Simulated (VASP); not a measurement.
# Rh (P6_3/mmc) in VASP: notebook, part 2 of 2

VASP 6.6.1. Earlier steps stand in the parts before.

## (4) Single point, r2SCAN

Contents of POSCAR:

```
Rh
1.0
    2.7309790000      0.0000000000      0.0000000000
   -1.3654895000      2.3650971912      0.0000000000
    0.0000000000      0.0000000000      4.4284890000
Rh
2
Direct
    0.6666666667      0.3333333333      0.7500000000
    0.3333333333      0.6666666667      0.2500000000
```

Contents of INCAR.step1:

```
SYSTEM = Rh
ALGO = Normal
EDIFF = 1E-4
ENCUT = 520
GGA = PE
ISMEAR = 1
LASPH = .True.
LCHARG = .False.
LREAL = .False.
LWAVE = .True.
NBANDS = 22
NELM = 100
PREC = Accurate
SIGMA = 0.2
```

Contents of INCAR.step2:

```
SYSTEM = Rh
ALGO = Normal
EDIFF = 1E-7
ENCUT = 520
ISIF = 2
ISMEAR = 1
ISTART = 1
LASPH = .True.
LCHARG = .True.
LELF = .True.
LMIXTAU = .True.
LREAL = .False.
LVHAR = .True.
LWAVE = .False.
METAGGA = R2SCAN
NBANDS = 22
NELM = 100
PREC = Accurate
SIGMA = 0.2
```

Contents of KPOINTS:

```
k-points
0
Gamma
  11 11 6
  0 0 0
```

Potentials or basis: VASP PAW PBE potentials, release 64 (Rh_pv).

Command:

```sh
$ cat potpaw_PBE.64/Rh_pv/POTCAR > POTCAR
$ cp INCAR.step1 INCAR
$ mpirun -np 1 vasp_std > vasp.out
$ cp INCAR.step2 INCAR
$ mpirun -np 1 vasp_std > vasp.out
```

OUTCAR:

```text
SYSTEM = Rh
   EDIFF = 1E-7
   ENCUT = 520
   ISIF = 2
   ISMEAR = 1
   ISTART = 1
   LASPH = .True.
   LREAL = .False.
   METAGGA = R2SCAN
   NELM = 100
   PREC = Accurate

 ion  position               nearest neighbor table
   1  0.667  0.333  0.750-   2 2.72   2 2.72   2 2.72   2 2.72   2 2.72   2 2.72
   2  0.333  0.667  0.250-   1 2.72   1 2.72   1 2.72   1 2.72   1 2.72   1 2.72

  LATTYP: Found a hexagonal cell.
 ALAT       =     2.7309790000
 C/A-ratio  =     1.6215756328

  Lattice vectors:

 A1 = (   2.7309790000,   0.0000000000,   0.0000000000)
 A2 = (  -1.3654895000,   2.3650971912,   0.0000000000)
 A3 = (   0.0000000000,   0.0000000000,   4.4284890000)

Analysis of symmetry for initial positions (statically):
=====================================================================
 Subroutine PRICEL returns:
 Original cell was already a primitive cell.

 Routine SETGRP: Setting up the symmetry group for a
 hexagonal supercell.

 Subroutine GETGRP returns: Found 24 space group operations
 (whereof 12 operations were pure point group operations)
 out of a pool of 24 trial point group operations.

The static configuration has the point symmetry D_3d.
 The point group associated with its full space group is D_6h.

Analysis of symmetry for dynamics (positions and initial velocities):
=====================================================================
 Subroutine PRICEL returns:
 Original cell was already a primitive cell.

 Routine SETGRP: Setting up the symmetry group for a
 hexagonal supercell.

 Subroutine GETGRP returns: Found 24 space group operations
 (whereof 12 operations were pure point group operations)
 out of a pool of 24 trial point group operations.

The dynamic configuration has the point symmetry D_3d.
 The point group associated with its full space group is D_6h.

 Subroutine INISYM returns: Found 24 space group operations
 (whereof 12 operations are pure point group operations),
[... 111 lines left out ...]
   ISMEAR =     1;   SIGMA  =   0.20  broadening in eV -4-tet -1-fermi 0-gaus
   EFERMI_NEDOS =   21; number of points for ismear=-14 and -15
   IALGO  =     38    algorithm
   IMIX   =      4    mixing-type and parameters
     AMIX     =   0.40;   BMIX     =  1.00
     AMIX_MAG =   1.60;   BMIX_MAG =  1.00
  volume/ion in A,a.u.               =      14.30        96.51
  Fermi-wavevector in a.u.,A,eV,Ry     =   1.663314  3.143208 37.642067  2.766614
  Thomas-Fermi vector in A             =   2.750053
   LORBIT       =      0    0 simple, 1 ext, 2 COOP (PROOUT), +10 PAW based schemes
   METAGGA = R2SCAN    functional components
   LHFCALC =     F    Hartree Fock is set to
   AEXX    =    0.0000 exact exchange contribution
   IVDW    =     0    specifies the selected vdW correction
   LEPSILON=     F    determine dielectric tensor
   LRPA    =     F    only Hartree local field effects (RPA)
 non-spin polarized calculation
 Methfessel and Paxton  Order N= 1 SIGMA  =   0.20
  energy-cutoff  :      520.00
  volume of cell :       28.60
 maximum number of plane-waves:       785
   NGX = 11   NGY = 11   NGZ = 17

 number of electron      30.0000009 magnetization

 Free energy of the ion-electron system (eV)
  ---------------------------------------------------
  ext. energy  EPLUGINS =         0.00000000
  ---------------------------------------------------
  free energy    TOTEN  =       -48.14930966 eV

  energy without entropy =      -48.14982992  energy(sigma->0) =      -48.14948308

 E-fermi :  11.1072     XC(G=0): -14.9142

 val. band max:       11.1032916665   @ k =   0.1818   0.0000   0.3333
 cond. band min:      11.1105054769   @ k =   0.3636  -0.0000   0.0000
 fundamental gap:      0.0072138105
 Fermi energy:        11.1072139504

 k-point     1 :       0.0000    0.0000    0.0000
  band No.  band energies     occupation
      1     -37.3834      2.00000
      2     -36.7709      2.00000
      3     -36.7709      2.00000
      4     -36.6846      2.00000
      5     -36.6711      2.00000
      6     -36.6711      2.00000
[... 589 lines left out ...]
     21      27.7218      0.00000
     22      28.4800      0.00000

 [... further k-points ...]

------------------------ aborting loop because EDIFF is reached ----------------------------------------

  FORCE on cell =-STRESS in cart. coord.  units (eV):
  Direction    XX          YY          ZZ          XY          YZ          ZX
  --------------------------------------------------------------------------------------
  -------------------------------------------------------------------------------------
  Total       -1.4775584     -1.4775584     -1.7559351      0.0000000      0.0000000      0.0000000
  in kB      -82.7622575    -82.7622575    -98.3549253      0.0000000      0.0000000      0.0000000
  external PRESSURE =     -87.9598135 kB  Pullay stress =       0.0000000 kB

 VOLUME and BASIS-vectors are now :
 -----------------------------------------------------------------------------
  energy-cutoff  :      520.00
  volume of cell :       28.60
      direct lattice vectors                 reciprocal lattice vectors
     2.730979000  0.000000000  0.000000000     0.366169055  0.211407803  0.000000000
    -1.365489500  2.365097191  0.000000000     0.000000000  0.422815605  0.000000000
     0.000000000  0.000000000  4.428489000     0.000000000  0.000000000  0.225810655

 POSITION                                       TOTAL-FORCE (eV/Angst)
 -----------------------------------------------------------------------------------
      1.36549      0.78837      3.32137        -0.000000     -0.000000      0.000000
     -0.00000      1.57673      1.10712         0.000000      0.000000      0.000000
 -----------------------------------------------------------------------------------
    total drift:                               -0.000000      0.000000     -0.000000

  FREE ENERGIE OF THE ION-ELECTRON SYSTEM (eV)
  ---------------------------------------------------
  free  energy   TOTEN  =       -48.1493096592 eV

  energy  without entropy=      -48.1498299199  energy(sigma->0) =      -48.14948308
```

OSZICAR.step1:

```text
N       E                     dE             d eps       ncg     rms          rms(c)
DAV:   1     0.325406042402E+03    0.32541E+03   -0.19147E+04  2832   0.158E+03
DAV:   2    -0.846525154900E+01   -0.33387E+03   -0.32243E+03  2924   0.471E+02
DAV:   3    -0.153570406379E+02   -0.68918E+01   -0.68559E+01  3314   0.765E+01
DAV:   4    -0.154033940420E+02   -0.46353E-01   -0.46350E-01  3098   0.628E+00
DAV:   5    -0.154041283385E+02   -0.73430E-03   -0.73429E-03  3320   0.825E-01    0.131E+01
DAV:   6    -0.144646724642E+02    0.93946E+00   -0.22176E+00  3044   0.159E+01    0.447E+00
DAV:   7    -0.144362712447E+02    0.28401E-01   -0.43309E-02  3260   0.183E+00    0.209E+00
DAV:   8    -0.144308377380E+02    0.54335E-02   -0.76047E-03  2960   0.981E-01    0.336E-01
DAV:   9    -0.144304819450E+02    0.35579E-03   -0.27868E-04  2878   0.197E-01    0.186E-02
DAV:  10    -0.144304894114E+02   -0.74664E-05   -0.98502E-06  1570   0.307E-02
   1 F= -.14430489E+02 E0= -.14430632E+02  d E =0.428353E-03
```

Run time: 4.4 min. Hardware: 1 thread of Intel Xeon 8259CL, shared host; peak memory 0.17 GiB.

Results:

* Free energy: -48.1493 eV
* Pressure: -8.8 GPa
* Band gap on the k mesh: zero (bands 15 and 16 overlap by 2.28 eV)

Levels at points of the mesh, in eV from the Fermi level:
```tsv
k point	band 11	band 12	band 13	band 14	band 15	band 16	band 17	band 18	band 19	band 20
(0.00, 0.00, 0.00)	-2.95	-2.45	-2.45	-1.85	-1.85	0.14	0.14	0.91	8.65	16.68
(0.00, 0.00, 0.50)	-3.05	-3.05	-3.05	-3.05	-0.43	-0.43	-0.43	-0.43	15.35	15.35
```

Caveat: the cell stands under tension; the PAW data sets were made with another functional, which shifts forces and pressure a little.

## (5) Single point, r2SCAN

POSCAR is that of step 4.

Contents of INCAR.step1:

```
SYSTEM = Rh
PREC = Accurate
ENCUT = 520
ISMEAR = 1
SIGMA = 0.1
LREAL = .False.
LASPH = .True.
NELM = 100
NBANDS = 22
GGA = PE
ALGO = Normal
EDIFF = 1E-4
LWAVE = .True.
LCHARG = .False.
```

Contents of INCAR.step2:

```
SYSTEM = Rh
PREC = Accurate
ENCUT = 520
EDIFF = 1E-6
ISMEAR = 1
SIGMA = 0.1
LREAL = .False.
LASPH = .True.
NELM = 100
ALGO = Normal
ISIF = 2
LWAVE = .False.
LCHARG = .False.
METAGGA = R2SCAN
LMIXTAU = .True.
NBANDS = 22
ISTART = 1
```

Contents of KPOINTS:

```
regular mesh
0
Gamma
  11 11 6
  0 0 0
```

Potentials or basis: VASP PAW PBE potentials, release 64 (Rh_pv).

Command:

```sh
$ cat potpaw_PBE.64/Rh_pv/POTCAR > POTCAR
$ cp INCAR.step1 INCAR
$ mpirun -np 1 vasp_std > vasp.out
$ cp INCAR.step2 INCAR
$ mpirun -np 1 vasp_std > vasp.out
```

OUTCAR:

```text
SYSTEM = Rh
   PREC = Accurate
   ENCUT = 520
   EDIFF = 1E-6
   ISMEAR = 1
   LREAL = .False.
   LASPH = .True.
   NELM = 100
   ISIF = 2
   METAGGA = R2SCAN
   ISTART = 1

 ion  position               nearest neighbor table
   1  0.667  0.333  0.750-   2 2.72   2 2.72   2 2.72   2 2.72   2 2.72   2 2.72
   2  0.333  0.667  0.250-   1 2.72   1 2.72   1 2.72   1 2.72   1 2.72   1 2.72

  LATTYP: Found a hexagonal cell.
 ALAT       =     2.7309790000
 C/A-ratio  =     1.6215756328

  Lattice vectors:

 A1 = (   2.7309790000,   0.0000000000,   0.0000000000)
 A2 = (  -1.3654895000,   2.3650971912,   0.0000000000)
 A3 = (   0.0000000000,   0.0000000000,   4.4284890000)

Analysis of symmetry for initial positions (statically):
=====================================================================
 Subroutine PRICEL returns:
 Original cell was already a primitive cell.

 Routine SETGRP: Setting up the symmetry group for a
 hexagonal supercell.

 Subroutine GETGRP returns: Found 24 space group operations
 (whereof 12 operations were pure point group operations)
 out of a pool of 24 trial point group operations.

The static configuration has the point symmetry D_3d.
 The point group associated with its full space group is D_6h.

Analysis of symmetry for dynamics (positions and initial velocities):
=====================================================================
 Subroutine PRICEL returns:
 Original cell was already a primitive cell.

 Routine SETGRP: Setting up the symmetry group for a
 hexagonal supercell.

 Subroutine GETGRP returns: Found 24 space group operations
 (whereof 12 operations were pure point group operations)
 out of a pool of 24 trial point group operations.

The dynamic configuration has the point symmetry D_3d.
 The point group associated with its full space group is D_6h.

 Subroutine INISYM returns: Found 24 space group operations
 (whereof 12 operations are pure point group operations),
[... 111 lines left out ...]
   ISMEAR =     1;   SIGMA  =   0.10  broadening in eV -4-tet -1-fermi 0-gaus
   EFERMI_NEDOS =   21; number of points for ismear=-14 and -15
   IALGO  =     38    algorithm
   IMIX   =      4    mixing-type and parameters
     AMIX     =   0.40;   BMIX     =  1.00
     AMIX_MAG =   1.60;   BMIX_MAG =  1.00
  volume/ion in A,a.u.               =      14.30        96.51
  Fermi-wavevector in a.u.,A,eV,Ry     =   1.663314  3.143208 37.642067  2.766614
  Thomas-Fermi vector in A             =   2.750053
   LORBIT       =      0    0 simple, 1 ext, 2 COOP (PROOUT), +10 PAW based schemes
   METAGGA = R2SCAN    functional components
   LHFCALC =     F    Hartree Fock is set to
   AEXX    =    0.0000 exact exchange contribution
   IVDW    =     0    specifies the selected vdW correction
   LEPSILON=     F    determine dielectric tensor
   LRPA    =     F    only Hartree local field effects (RPA)
 non-spin polarized calculation
 Methfessel and Paxton  Order N= 1 SIGMA  =   0.10
  energy-cutoff  :      520.00
  volume of cell :       28.60
 maximum number of plane-waves:       785
   NGX = 11   NGY = 11   NGZ = 17

 number of electron      30.0000009 magnetization

 Free energy of the ion-electron system (eV)
  ---------------------------------------------------
  ext. energy  EPLUGINS =         0.00000000
  ---------------------------------------------------
  free energy    TOTEN  =       -48.14927157 eV

  energy without entropy =      -48.14916355  energy(sigma->0) =      -48.14923556

 E-fermi :  11.1089     XC(G=0): -14.9140

 val. band max:       11.1044879004   @ k =   0.1818   0.0000   0.3333
 cond. band min:      11.1092304864   @ k =   0.3636  -0.0000   0.0000
 fundamental gap:      0.0047425860
 Fermi energy:        11.1089222696

 k-point     1 :       0.0000    0.0000    0.0000
  band No.  band energies     occupation
      1     -37.3792      2.00000
      2     -36.7715      2.00000
      3     -36.7715      2.00000
      4     -36.6803      2.00000
      5     -36.6717      2.00000
      6     -36.6717      2.00000
[... 589 lines left out ...]
     21      27.7221      0.00000
     22      28.4823      0.00000

 [... further k-points ...]

------------------------ aborting loop because EDIFF is reached ----------------------------------------

  FORCE on cell =-STRESS in cart. coord.  units (eV):
  Direction    XX          YY          ZZ          XY          YZ          ZX
  --------------------------------------------------------------------------------------
  -------------------------------------------------------------------------------------
  Total       -1.5121075     -1.5121075     -1.6945706     -0.0000000      0.0000000      0.0000000
  in kB      -84.6974484    -84.6974484    -94.9177240     -0.0000000      0.0000000      0.0000000
  external PRESSURE =     -88.1042069 kB  Pullay stress =       0.0000000 kB

 VOLUME and BASIS-vectors are now :
 -----------------------------------------------------------------------------
  energy-cutoff  :      520.00
  volume of cell :       28.60
      direct lattice vectors                 reciprocal lattice vectors
     2.730979000  0.000000000  0.000000000     0.366169055  0.211407803  0.000000000
    -1.365489500  2.365097191  0.000000000     0.000000000  0.422815605  0.000000000
     0.000000000  0.000000000  4.428489000     0.000000000  0.000000000  0.225810655

 POSITION                                       TOTAL-FORCE (eV/Angst)
 -----------------------------------------------------------------------------------
      1.36549      0.78837      3.32137        -0.000000      0.000000      0.000000
     -0.00000      1.57673      1.10712         0.000000     -0.000000      0.000000
 -----------------------------------------------------------------------------------
    total drift:                               -0.000000      0.000000     -0.000000

  FREE ENERGIE OF THE ION-ELECTRON SYSTEM (eV)
  ---------------------------------------------------
  free  energy   TOTEN  =       -48.1492715708 eV

  energy  without entropy=      -48.1491635504  energy(sigma->0) =      -48.14923556
```

OSZICAR.step1:

```text
N       E                     dE             d eps       ncg     rms          rms(c)
DAV:   1     0.325404652186E+03    0.32540E+03   -0.19147E+04  2832   0.158E+03
DAV:   2    -0.846387343233E+01   -0.33387E+03   -0.32245E+03  2924   0.471E+02
DAV:   3    -0.153550967248E+02   -0.68912E+01   -0.68560E+01  3314   0.765E+01
DAV:   4    -0.154014772493E+02   -0.46381E-01   -0.46377E-01  3098   0.628E+00
DAV:   5    -0.154022120955E+02   -0.73485E-03   -0.73484E-03  3320   0.826E-01    0.131E+01
DAV:   6    -0.144642760158E+02    0.93794E+00   -0.22202E+00  3044   0.158E+01    0.447E+00
DAV:   7    -0.144361110200E+02    0.28165E-01   -0.42826E-02  3242   0.181E+00    0.210E+00
DAV:   8    -0.144306875351E+02    0.54235E-02   -0.74857E-03  2972   0.973E-01    0.333E-01
DAV:   9    -0.144303423149E+02    0.34522E-03   -0.26700E-04  2884   0.193E-01    0.179E-02
DAV:  10    -0.144303489676E+02   -0.66527E-05   -0.99038E-06  1570   0.310E-02
   1 F= -.14430349E+02 E0= -.14430203E+02  d E =-.437098E-03
```

Wall time 2.6 min (1 thread of Intel Xeon 8259CL, shared host); peak memory 0.16 GiB.

What came out:

```
Free energy            : -48.1493 eV
Pressure               : -8.8 GPa
Band gap on the k mesh : zero (bands 15 and 16 overlap by 2.28 eV)
```

Caveat: the cell stands under tension; the PAW data sets were made with another functional, which shifts forces and pressure a little.

## (6) Overview

```tsv
smearing	gap on the mesh (eV)	pressure (GPa)
methfessel-paxton 0.5 eV	none	-8.5
methfessel-paxton 0.3 eV	none	-8.8
methfessel-paxton 0.2 eV	none	-8.8
methfessel-paxton 0.1 eV	none	-8.8
```

Alike in all rows: task single point; level r2SCAN; potentials or basis VASP PAW PBE potentials, release 64 (Rh_pv); no spin polarisation; cell as given; k mesh 11 × 11 × 6; cutoff (eV) 520.

Caveats: the cell stands under tension; the PAW data sets were made with another functional, which shifts forces and pressure a little; so wide a smearing shifts energies and pressures (at least some runs).

Absolute energies hang on the potentials; compare differences alone.
